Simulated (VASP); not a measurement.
Cr3SbMo:

```
CELL_PARAMETERS angstrom
4.19289 0.00000 0.00000
0.00000 4.19289 0.00000
0.00000 0.00000 4.19289
ATOMIC_POSITIONS crystal
Cr 0.00000 0.50000 0.50000
Cr 0.50000 0.00000 0.50000
Cr 0.50000 0.50000 0.00000
Sb 0.00000 0.00000 0.00000
Mo 0.50000 0.50000 0.50000
```

* Program: VASP 6.6.1
* Task: relaxation of cell and atoms
* Functional: PBE
* Potentials or basis: VASP PAW PBE potentials, release 64 (Cr_pv, Sb, Mo_sv)
* Cutoff: 600 eV
* k mesh: 4 × 4 × 4
* Occupations: gaussian, width 0.1 eV
* Spin: collinear spin, ferrimagnetic start
* Starting moments: [1.37, 1.37, 1.37, 0.0, -0.22] μB

At the start: pressure 42.9 GPa; volume 14.74 Å³/atom.

Problem. How do energy, volume and symmetry change on relaxing?

Solution. Over 6 steps the energy falls by 527.8 meV/atom and the volume is 20.84 Å³/atom (+41.3 %); space group Pm-3m (No. 221, to 0.1 Å) before and after; moment 8.35 μB per cell.

The path:
| step | energy change (eV) | largest force (eV/Å) | pressure (GPa) | volume (Å³) |
| --- | --- | --- | --- | --- |
| 1 | 0.0000 | 0.0000 | 42.93 | 73.71 |
| 2 | 0.9683 | 0.0000 | -15.13 | 124.40 |
| 3 | -2.2058 | 0.0000 | 8.37 | 90.59 |
| 4 | -2.5901 | 0.0000 | 3.55 | 99.58 |
| 5 | -2.6260 | 0.0000 | -1.67 | 106.55 |
| 6 | -2.6392 | 0.0000 | -0.07 | 104.18 |

Final structure:
```
Cr Sb Mo
1.0
     4.70534    0.00000    0.00000
     0.00000    4.70534    0.00000
     0.00000    0.00000    4.70534
Cr Sb Mo
3 1 1
Direct
  0.00000 0.50000 0.50000
  0.50000 0.00000 0.50000
  0.50000 0.50000 0.00000
  0.00000 0.00000 0.00000
  0.50000 0.50000 0.50000
```

Caveat: the k points lie up to 0.33 Å⁻¹ apart in the final cell; the volume moved by over 15 % at a fixed basis, so the end points are rough.
